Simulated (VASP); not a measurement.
Wanted: the native input for a VASP 6.6.1 run.

* Task: single point
* Functional: PBE
* Potentials or basis: VASP PAW PBE potentials, release 64 (Ga_d, P, As)
* Cutoff: 520 eV
* k mesh: 6 × 6 × 6
* Occupations: gaussian, width 0.02 eV
* Spin: no spin polarisation
* Dipole correction: no
* Further INCAR settings: ALGO = Normal; EDIFF = 1e-06; NBANDS = 46

The structure of Ga4As3P lies in POSCAR:

```
Ga4As3P
1.0
    5.6829104563      0.0000000000      0.0000000000
    0.0000000000      5.6829104563      0.0000000000
    0.0000000000      0.0000000000      5.6829104563
Ga P As
4 1 3
Direct
    0.7453153016      0.7453153016      0.7453153016
    0.7453153016      0.2546846984      0.2546846984
    0.2546846984      0.7453153016      0.2546846984
    0.2546846984      0.2546846984      0.7453153016
    0.5000000000      0.5000000000      0.5000000000
    0.0000000000      0.0000000000      0.5000000000
    0.0000000000      0.5000000000      0.0000000000
    0.5000000000      0.0000000000      0.0000000000
```

The input as run:

INCAR

```
PREC = Accurate ; ENCUT = 520
EDIFF = 1E-6 ; ISMEAR = 0
SIGMA = 0.02 ; LREAL = False
LASPH = True ; NELM = 80
ALGO = Normal ; ISIF = 2
LWAVE = False ; LCHARG = True
GGA = PE ; LELF = True
LVHAR = True ; NBANDS = 46
```

KPOINTS

```
Automatic mesh
0
Gamma
  6 6 6
```

Potentials or basis: VASP PAW PBE potentials, release 64 (Ga_d, P, As).

Command:

```sh
$ cat potpaw_PBE.64/Ga_d/POTCAR potpaw_PBE.64/P/POTCAR potpaw_PBE.64/As/POTCAR > POTCAR
$ mpirun -np 1 vasp_std > vasp.out
```

Results of the run:

```yaml
Pressure: 0.2 GPa
Largest_force: 0.006 eV/Å
Band_gap_on_the_k_mesh: 0.49 eV, direct
```

Run time: 4.3 min on 1 thread of Intel(R) Xeon(R) Platinum 8124M CPU @ 3.00GHz (Skylake/Cascade Lake), on a shared host, peak memory 0.34 GiB.
